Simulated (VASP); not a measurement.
A run of VASP 6.6.1 is set up as follows.

File INCAR:

```
PREC     = Accurate       # precision mode
ENCUT    = 520            # plane-wave cutoff, eV
EDIFF    = 1E-7           # SCF threshold, eV
ISMEAR   = 0              # smearing method
SIGMA    = 0.02           # smearing width, eV
LREAL    = False          # projectors in reciprocal space
LASPH    = True           # aspherical terms in the spheres
NELM     = 60             # most SCF steps
ALGO     = Normal         # electronic algorithm
ISIF     = 2              # what is computed and relaxed
LWAVE    = False          # write WAVECAR
LCHARG   = True           # write CHGCAR
LDIPOL   = True         
IDIPOL   = 3            
DIPOL    = 0.5 0.5 0.500
GGA      = PE             # functional
IVDW     = 12             # dispersion correction
LELF     = True           # ELF
LVHAR    = True         
LVACPOTAV= True         
NBANDS   = 49             # bands
```

The input KPOINTS:

```
regular mesh
0
Gamma
  9 9 1
```

POSCAR

```
SnS2
1.0
    3.6686266277      0.0000000000      0.0000000000
   -1.8343133139      3.1771238566      0.0000000000
    0.0000000000      0.0000000000     55.1520191628
S Sn
6 3
Direct
    0.6666666667      0.3333333333      0.3678560658
    0.3333333333      0.6666666667      0.4214669201
    0.6666666667      0.3333333333      0.4731945729
    0.3333333333      0.6666666667      0.5268054271
    0.6666666667      0.3333333333      0.5785330799
    0.3333333333      0.6666666667      0.6321439342
    0.0000000000      0.0000000000      0.3946614929
    0.0000000000      0.0000000000      0.5000000000
    0.0000000000      0.0000000000      0.6053385071
```

Potentials or basis: VASP PAW PBE potentials, release 64 (S, Sn_d).

Command:

```console
$ cat potpaw_PBE.64/S/POTCAR potpaw_PBE.64/Sn_d/POTCAR > POTCAR
$ mpirun -np 1 vasp_std > vasp.out
```

**Question.** Predict the dispersion energy per atom.

**Answer.** -0.294 eV.

**Question.** What does it give for the largest force?

**Answer.** 0.032 eV/Å.

Forces in eV/Å, atoms in the order of the input:
```
S    0.000  0.000 -0.032
S    0.000  0.000  0.007
S    0.000  0.000  0.004
S    0.000  0.000 -0.004
S    0.000  0.000 -0.007
S    0.000  0.000  0.032
Sn   0.000  0.000  0.023
Sn   0.000  0.000  0.000
Sn   0.000  0.000 -0.023
```

Caveat: the cell differs from its parent crystal (atoms taken out).
